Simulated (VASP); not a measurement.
Here is a VASP 6.6.1 calculation.

File POSCAR:

```
Y
1.0
    0.0000000000      2.4850000000      2.6838000000
    2.4850000000      0.0000000000      2.6838000000
    2.4850000000      2.4850000000      0.0000000000
Y
1
Direct
    0.0000000000      0.0000000000      0.0000000000
```

Contents of INCAR.step1:

```
SYSTEM = Y
  PREC = Accurate
  ENCUT = 520
  ISMEAR = 0
  SIGMA = 0.15
  LREAL = .False.
  LASPH = .True.
  NELM = 100
  NBANDS = 12
  GGA = PE
  ALGO = Normal
  EDIFF = 1E-4
  LWAVE = .True.
  LCHARG = .False.
```

Contents of INCAR.step2:

```
SYSTEM = Y
  PREC = Accurate
  ENCUT = 520
  EDIFF = 1E-6
  ISMEAR = 0
  SIGMA = 0.15
  LREAL = .False.
  LASPH = .True.
  NELM = 100
  ALGO = Normal
  ISIF = 2
  LWAVE = .False.
  LCHARG = .True.
  METAGGA = R2SCAN
  LMIXTAU = .True.
  LELF = .True.
  LVHAR = .True.
  NBANDS = 12
  ISTART = 1
```

KPOINTS

```
regular mesh
0
Gamma
  16 16 16
  0 0 0
```

Potentials or basis: VASP PAW PBE potentials, release 64 (Y_sv).

Run with:

```bash
$ cat potpaw_PBE.64/Y_sv/POTCAR > POTCAR
$ cp INCAR.step1 INCAR
$ mpirun -np 1 vasp_std > vasp.out
$ cp INCAR.step2 INCAR
$ mpirun -np 1 vasp_std > vasp.out
```

Problem. Estimate the pressure.

Solution. 0.1 GPa.

Problem. Estimate the band gap on the k mesh.

Solution. Zero (an odd number of electrons rules out a gap without spin polarisation).

Stress tensor (GPa, compression positive):
```
 0.60  0.00  0.00
 0.00  0.60  0.00
 0.00  0.00 -0.89
```

Caveat: the cell differs from its parent crystal (strain +0.000 along x and y, +0.080 along z); the PAW data sets were made with another functional, which shifts forces and pressure a little.
